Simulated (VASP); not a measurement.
# TaCuP2 (R-3m) in VASP: single point with PBE+U

Aim: the single point of TaCuP2 with PBE+U.

All numbers are computed with VASP 6.6.1; they aren't measurements. Logs are shortened: lines on timing, memory, paths and dates and some standing lists are left out, and cuts for length are marked.

## 1. The cell of the first run

Symmetry: R-3m, No. 166, trigonal system. Conventional cell: a = 3.212 Å, b = 3.212 Å, c = 23.691 Å, α = 90.00°, β = 90.00°, γ = 120.00°. Ta (site symmetry -3m) has 6 P at 2.52 Å and 6 Ta at 3.21 Å within 3.3 Å. Within 3.0 Å of Cu (site symmetry -3m) lie 2 P at 2.24 Å. P (site symmetry 3m) has 1 Cu at 2.24 Å and 3 Ta at 2.52 Å within 3.0 Å.

## 2. Single point, PBE+U

The input, INCAR:

```
SYSTEM = TaCuP2
PREC = Accurate
ENCUT = 820
EDIFF = 1E-6
ISMEAR = -1
SIGMA = 0.1
LREAL = .FALSE.
LASPH = .TRUE.
NELM = 200
ALGO = Normal
ISIF = 2
LWAVE = .FALSE.
LCHARG = .FALSE.
LMAXMIX = 4
LDAU = .TRUE.
LDAUTYPE = 2
LDAUL = -1 2 -1
LDAUU = 0 5 0
LDAUJ = 0 0 0
LDAUPRINT = 1
GGA = PE
NBANDS = 29
GGA_COMPAT = .FALSE.
```

The input, KPOINTS:

```
Automatic mesh
0
G
  6 6 6
  0 0 0
```

The input, POSCAR:

```
TaCuP2
1.0
    3.2116221056      0.0000000000      0.0000000000
   -1.6058110528      2.7813463308     -0.0000009031
    0.0000000000     -1.8542283229      7.8971449151
Ta Cu P
1 1 2
Direct
    0.5000000000      0.0000000000      0.5000000000
    0.0000000000      0.0000000000      0.0000000000
    0.0946276931      0.1892553862      0.2838830793
    0.9053723069      0.8107446138      0.7161169207
```

Potentials or basis: VASP PAW PBE potentials, release 64 (Ta_sv_GW, Cu_sv_GW, P).

Run with:

```sh
cat potpaw_PBE.64/Ta_sv_GW/POTCAR potpaw_PBE.64/Cu_sv_GW/POTCAR potpaw_PBE.64/P/POTCAR > POTCAR
mpirun -np 1 vasp_std > vasp.out
```

OUTCAR:

```text
SYSTEM = TaCuP2
   PREC = Accurate
   ENCUT = 820
   EDIFF = 1E-6
   ISMEAR = -1
   LREAL = .FALSE.
   LASPH = .TRUE.
   NELM = 200
   ISIF = 2
   GGA = PE

 ion  position               nearest neighbor table
   1  0.500  0.000  0.500-   3 2.52   3 2.52   4 2.52   4 2.52   3 2.52   4 2.52
   2  0.000  0.000  0.000-   3 2.24   4 2.24
   3  0.095  0.189  0.284-   2 2.24   1 2.52   1 2.52   1 2.52
   4  0.905  0.811  0.716-   2 2.24   1 2.52   1 2.52   1 2.52

  LATTYP: Found a trigonal (rhomboedric) cell.
 ALAT       =     8.1119085599
 COS(alpha) =     0.9216258600

  Lattice vectors:

 A1 = (  -0.0000000000,  -1.8542283229,   7.8971449151)
 A2 = (   1.6058110528,   0.9271180079,   7.8971440120)
 A3 = (  -1.6058110528,   0.9271180079,   7.8971440120)

Analysis of symmetry for initial positions (statically):
=====================================================================
 Subroutine PRICEL returns:
 Original cell was already a primitive cell.

 Routine SETGRP: Setting up the symmetry group for a
 trigonal (rhombohedral) supercell.

 Subroutine GETGRP returns: Found 12 space group operations
 (whereof 12 operations were pure point group operations)
 out of a pool of 12 trial point group operations.

The static configuration has the point symmetry D_3d.

Analysis of symmetry for dynamics (positions and initial velocities):
=====================================================================
 Subroutine PRICEL returns:
 Original cell was already a primitive cell.

 Routine SETGRP: Setting up the symmetry group for a
 trigonal (rhombohedral) supercell.

 Subroutine GETGRP returns: Found 12 space group operations
 (whereof 12 operations were pure point group operations)
 out of a pool of 12 trial point group operations.

The dynamic configuration has the point symmetry D_3d.

 Subroutine INISYM returns: Found 12 space group operations
 (whereof 12 operations are pure point group operations),
 and found     1 'primitive' translations

----------------------------------------------------------------------------------------

                                     Primitive cell

  volume of cell :      70.5423

  direct lattice vectors                    reciprocal lattice vectors
     3.211622106  0.000000000  0.000000000     0.311369136  0.179769068  0.042209292
    -1.605811053  2.781346331 -0.000000903     0.000000000  0.359538136  0.084418585
     0.000000000 -1.854228323  7.897144915     0.000000000  0.000000041  0.126628052

  length of vectors
     3.211622106  3.211622106  8.111908560     0.362007294  0.369315812  0.126628052

  position of ions in fractional coordinates (direct lattice)
     0.500000000  0.000000000  0.500000000
     0.000000000  0.000000000  0.000000000
     0.094627693  0.189255386  0.283883079
     0.905372307  0.810744614  0.716116921

  ion indices of the primitive-cell ions
   primitive index   ion index
                 1           1
                 2           2
                 3           3
                 4           4

----------------------------------------------------------------------------------------

 KPOINTS: Automatic mesh

Automatic generation of k-mesh.
 Grid dimensions read from file:
 generate k-points for:    6    6    6

 Generating k-lattice:

  Cartesian coordinates                     Fractional coordinates (reciprocal lattice)
     0.051894856  0.029961511  0.007034882     0.166666667  0.000000000 -0.000000000
     0.000000000  0.059923023  0.014069764     0.000000000  0.166666667 -0.000000000
     0.000000000  0.000000007  0.021104675     0.000000000  0.000000000  0.166666667

  Length of vectors
     0.060334549  0.061552635  0.021104675

  Shift w.r.t. Gamma in fractional coordinates (k-lattice)
     0.000000000  0.000000000  0.000000000

 Subroutine IBZKPT returns following result:
 ===========================================

 Found     32 irreducible k-points:

 Following reciprocal coordinates:
            Coordinates               Weight
  0.000000  0.000000  0.000000      1.000000
  0.166667  0.000000  0.000000      6.000000
  0.333333  0.000000  0.000000      6.000000
  0.500000  0.000000  0.000000      3.000000
  0.000000  0.166667  0.000000      6.000000
  0.166667  0.166667  0.000000     12.000000
[... 16 lines left out ...]
  0.000000  0.333333  0.166667      6.000000
  0.166667  0.333333  0.166667     12.000000
 [... further k-points ...]
   k-points           NKPTS =     32   k-points in BZ     NKDIM =     32   number of bands    NBANDS=     29
   number of dos      NEDOS =    301   number of ions     NIONS =      4
   total plane-waves  NPLWV =  72000
   dimension x,y,z NGX =    30 NGY =   30 NGZ =   80
   dimension x,y,z NGXF=    60 NGYF=   60 NGZF=  160
   ions per type =               1   1   2
   NGX,Y,Z   is equivalent  to a cutoff of  15.53, 15.53, 16.40 a.u.
   NGXF,Y,Z  is equivalent  to a cutoff of  31.06, 31.06, 32.79 a.u.
 SYSTEM =  TaCuP2
   PREC   = accura    normal or accurate (medium, high low for compatibility)
   ISTART =      0    job   : 0-new  1-cont  2-samecut
   ICHARG =      2    charge: 1-file 2-atom 10-const
   ISPIN  =      1    spin polarized calculation?
   LNONCOLLINEAR =      F non collinear calculations
   LSORBIT =      F    spin-orbit coupling
   LASPH  =      T    aspherical Exc in radial PAW
   ENCUT  =  820.0 eV  60.27 Ry    7.76 a.u.   7.50  7.50 18.94*2*pi/ulx,y,z
   NELM   =    200;   NELMIN=  2; NELMDL= -5     # of ELM steps
   EDIFF  = 0.1E-05   stopping-criterion for ELM
   LREAL  =      F    real-space projection
   EDIFFG = 0.1E-04   stopping-criterion for IOM
   NSW    =      0    number of steps for IOM
   IBRION =     -1    ionic relax: 0-MD 1-quasi-New 2-CG
   NFREE  =      0    steps in history (QN), initial steepest desc. (CG)
   ISIF   =      2    stress and relaxation
   ISYM   =      2    0-nonsym 1-usesym 2-fastsym
   POTIM  = 0.5000    time-step for ionic-motion
   TEBEG  =    0.0;   TEEND  =   0.0 temperature during run
   PSTRESS=    0.0 pullay stress
   NELECT =      42.0000    total number of electrons
   NUPDOWN=      -1.0000    fix difference up-down
   EMIN   =  10.00;   EMAX   =-10.00  energy-range for DOS
   EFERMI =   0.00;   METHOD = LEGACY
   ISMEAR =    -1;   SIGMA  =   0.10  broadening in eV -4-tet -1-fermi 0-gaus
   EFERMI_NEDOS =   21; number of points for ismear=-14 and -15
   IALGO  =     38    algorithm
   IMIX   =      4    mixing-type and parameters
     AMIX     =   0.40;   BMIX     =  1.00
     AMIX_MAG =   1.60;   BMIX_MAG =  1.00
  volume/ion in A,a.u.               =      17.64       119.01
  Fermi-wavevector in a.u.,A,eV,Ry     =   1.377235  2.602597 25.807209  1.896776
  Thomas-Fermi vector in A             =   2.502407
   LORBIT       =      0    0 simple, 1 ext, 2 COOP (PROOUT), +10 PAW based schemes
 LDA+U is selected, type is set to LDAUTYPE =  2
   angular momentum for each species LDAUL =    -1    2   -1
   U (eV)           for each species LDAUU =   0.0  5.0  0.0
   J (eV)           for each species LDAUJ =   0.0  0.0  0.0
   GGA     = PE    functional components
   LHFCALC =     F    Hartree Fock is set to
   AEXX    =    0.0000 exact exchange contribution
   IVDW    =     0    specifies the selected vdW correction
   LEPSILON=     F    determine dielectric tensor
   LRPA    =     F    only Hartree local field effects (RPA)
 non-spin polarized calculation
  energy-cutoff  :      820.00
  volume of cell :       70.54
 maximum number of plane-waves:      3823
 NGX is ok and might be reduce to    30
   NGX = 15   NGY = 15   NGZ = 37

atom =   2  type =  2  l = 2

 onsite density matrix

spin component  1

  0.9284 -0.0000  0.0000 -0.0024  0.0000
 -0.0000  0.9089 -0.0000  0.0000 -0.0024
  0.0000 -0.0000  0.8772 -0.0000  0.0000
 -0.0024  0.0000 -0.0000  0.9089 -0.0000
  0.0000 -0.0024  0.0000 -0.0000  0.9284

spin component  2

  0.9284 -0.0000  0.0000 -0.0024  0.0000
 -0.0000  0.9089 -0.0000  0.0000 -0.0024
  0.0000 -0.0000  0.8772 -0.0000  0.0000
 -0.0024  0.0000 -0.0000  0.9089 -0.0000
  0.0000 -0.0024  0.0000 -0.0000  0.9284

 occupancies and eigenvectors

  o =  0.8772  v =  0.0000 -0.0000 -1.0000 -0.0000 -0.0000  0.0000  0.0000  0.0000  0.0000  0.0000      0.0000  0.0000  0.0000  0.0000  0.0000  0.0000  0.0000  0.0000  0.0000  0.0000
  o =  0.8772  v =  0.0000  0.0000  0.0000  0.0000  0.0000  0.0000 -0.0000 -1.0000 -0.0000 -0.0000      0.0000  0.0000  0.0000  0.0000  0.0000  0.0000  0.0000  0.0000  0.0000  0.0000
  o =  0.9086  v =  0.0000  0.9927 -0.0000  0.0000  0.1208  0.0000  0.0000  0.0000  0.0000  0.0000      0.0000  0.0000  0.0000  0.0000  0.0000  0.0000  0.0000  0.0000  0.0000  0.0000
  o =  0.9086  v =  0.0000  0.0000  0.0000  0.0000  0.0000  0.0000  0.9927 -0.0000  0.0000  0.1208      0.0000  0.0000  0.0000  0.0000  0.0000  0.0000  0.0000  0.0000  0.0000  0.0000
  o =  0.9086  v =  0.0000  0.0000  0.0000  0.0000  0.0000  0.1208 -0.0000  0.0000  0.9927 -0.0000      0.0000  0.0000  0.0000  0.0000  0.0000  0.0000  0.0000  0.0000  0.0000  0.0000
  o =  0.9086  v =  0.1208 -0.0000  0.0000  0.9927 -0.0000  0.0000  0.0000  0.0000  0.0000  0.0000      0.0000  0.0000  0.0000  0.0000  0.0000  0.0000  0.0000  0.0000  0.0000  0.0000
  o =  0.9287  v =  0.9927 -0.0000  0.0000 -0.1208  0.0000  0.0000  0.0000  0.0000  0.0000  0.0000      0.0000  0.0000  0.0000  0.0000  0.0000  0.0000  0.0000  0.0000  0.0000  0.0000
  o =  0.9287  v =  0.0000  0.0000  0.0000  0.0000  0.0000  0.9927 -0.0000  0.0000 -0.1208  0.0000      0.0000  0.0000  0.0000  0.0000  0.0000  0.0000  0.0000  0.0000  0.0000  0.0000
  o =  0.9287  v =  0.0000  0.0000  0.0000  0.0000  0.0000  0.0000  0.1208 -0.0000 -0.0000 -0.9927      0.0000  0.0000  0.0000  0.0000  0.0000  0.0000  0.0000  0.0000  0.0000  0.0000
  o =  0.9287  v =  0.0000  0.1208 -0.0000 -0.0000 -0.9927  0.0000  0.0000  0.0000  0.0000  0.0000      0.0000  0.0000  0.0000  0.0000  0.0000  0.0000  0.0000  0.0000  0.0000  0.0000

 number of electron      42.0000001 magnetization

 Free energy of the ion-electron system (eV)
  ---------------------------------------------------
  ext. energy  EPLUGINS =         0.00000000
  ---------------------------------------------------
  free energy    TOTEN  =       -27.64189877 eV

  energy without entropy =      -27.61343068  energy(sigma->0) =      -27.62766473

 E-fermi :   7.0085     XC(G=0): -11.0642

 val. band max:        6.9955483715   @ k =   0.0000   0.1667   0.1667
 cond. band min:       7.1203362606   @ k =   0.0000   0.1667   0.3333
 fundamental gap:      0.1247878891
 Fermi energy:         7.0085494719

 k-point     1 :       0.0000    0.0000    0.0000
  band No.  band energies     occupation
      1    -103.8345      2.00000
      2     -61.4104      2.00000
      3     -61.1863      2.00000
      4     -61.1863      2.00000
      5     -60.7864      2.00000
      6     -27.2179      2.00000
[... 21 lines left out ...]
     28      13.5004      0.00000
     29      16.3140      0.00000

 k-point     2 :       0.1667    0.0000    0.0000
  band No.  band energies     occupation
      1    -103.8343      2.00000
      2     -61.4101      2.00000
      3     -61.1872      2.00000
      4     -61.1864      2.00000
      5     -60.7806      2.00000
      6     -27.2622      2.00000
[... 21 lines left out ...]
     28      14.8206      0.00000
     29      15.0275      0.00000

 k-point     3 :       0.3333    0.0000    0.0000
  band No.  band energies     occupation
      1    -103.8341      2.00000
      2     -61.4098      2.00000
      3     -61.1892      2.00000
      4     -61.1870      2.00000
      5     -60.7691      2.00000
      6     -27.4733      2.00000
[... 21 lines left out ...]
     28      12.7239      0.00000
     29      13.9239      0.00000

 k-point     4 :       0.5000    0.0000    0.0000
  band No.  band energies     occupation
      1    -103.8341      2.00000
      2     -61.4098      2.00000
      3     -61.1901      2.00000
      4     -61.1873      2.00000
      5     -60.7633      2.00000
      6     -27.5759      2.00000
[... 597 lines left out ...]
     28      13.2625      0.00000
     29      13.6211      0.00000

 k-point    23 :       0.0000    0.3333    0.1667
  band No.  band energies     occupation
      1    -103.8342      2.00000
      2     -61.4099      2.00000
      3     -61.1893      2.00000
      4     -61.1871      2.00000
      5     -60.7691      2.00000
      6     -27.4733      2.00000
[... 21 lines left out ...]
     28      13.1100      0.00000
     29      14.0709      0.00000

 k-point    24 :       0.1667    0.3333    0.1667
  band No.  band energies     occupation
      1    -103.8341      2.00000
      2     -61.4098      2.00000
      3     -61.1897      2.00000
      4     -61.1877      2.00000
      5     -60.7633      2.00000
      6     -27.5225      2.00000
[... 21 lines left out ...]
     28      13.2814      0.00000
     29      13.7247      0.00000

 [... further k-points ...]

------------------------ aborting loop because EDIFF is reached ----------------------------------------

  FORCE on cell =-STRESS in cart. coord.  units (eV):
  Direction    XX          YY          ZZ          XY          YZ          ZX
  --------------------------------------------------------------------------------------
  -------------------------------------------------------------------------------------
  Total        0.0396002      0.0396002     -0.4794632      0.0000000     -0.0000002     -0.0000000
  in kB        0.8994119      0.8994119    -10.8897091      0.0000000     -0.0000038     -0.0000000
  external PRESSURE =      -3.0302951 kB  Pullay stress =       0.0000000 kB

 VOLUME and BASIS-vectors are now :
 -----------------------------------------------------------------------------
  energy-cutoff  :      820.00
  volume of cell :       70.54
      direct lattice vectors                 reciprocal lattice vectors
     3.211622106  0.000000000  0.000000000     0.311369136  0.179769068  0.042209292
    -1.605811053  2.781346331 -0.000000903     0.000000000  0.359538136  0.084418585
     0.000000000 -1.854228323  7.897144915     0.000000000  0.000000041  0.126628052

 POSITION                                       TOTAL-FORCE (eV/Angst)
 -----------------------------------------------------------------------------------
      1.60581     -0.92711      3.94857        -0.000000      0.000000      0.000000
      0.00000      0.00000      0.00000         0.000000     -0.000000      0.000000
      0.00000      0.00000      2.24187         0.000000     -0.000000     -0.100333
      1.60581      0.92712      5.65528        -0.000000      0.000000      0.100333
 -----------------------------------------------------------------------------------
    total drift:                               -0.000000      0.000000     -0.000000

  FREE ENERGIE OF THE ION-ELECTRON SYSTEM (eV)
  ---------------------------------------------------
  free  energy   TOTEN  =       -27.6418987722 eV

  energy  without entropy=      -27.6134306794  energy(sigma->0) =      -27.62766473
```

Run time: 2.1 min. Hardware: 1 thread of Intel Xeon 6975P-C (Granite Rapids), shared host; peak memory 0.37 GiB.

What came out:

| Property | Result |
| --- | --- |
| Free energy | -27.6419 eV |
| Pressure | -0.3 GPa |
| Largest force | 0.100 eV/Å |
| Band gap on the k mesh | zero (bands 21 and 22 overlap by 1.63 eV) |

Forces in eV/Å, atoms in the order of the input:
```
Ta   0.000  0.000  0.000
Cu   0.000  0.000  0.000
P    0.000  0.000 -0.100
P    0.000  0.000  0.100
```

Stress tensor (GPa, compression positive):
```
 0.09  0.00  0.00
 0.00  0.09  0.00
 0.00  0.00 -1.09
```

Eigenvalues of the final occupation matrices:
| site | spin | trace | eigenvalues |
| --- | --- | --- | --- |
| site 2 d | 1 | 4.55 | 0.88 0.91 0.91 0.93 0.93 |
| site 2 d | 2 | 4.55 | 0.88 0.91 0.91 0.93 0.93 |

Caveat: the k points lie up to 0.38 Å⁻¹ apart, too coarse for converged energies and pressures of a metal; spin-orbit coupling is left out, which moves the levels of the heavy elements; U without spin polarisation on a metal has little footing; the U is typed as a test and isn't derived for this compound.

The gap in the log of VASP goes by the Fermi energy; the results here count the filled bands.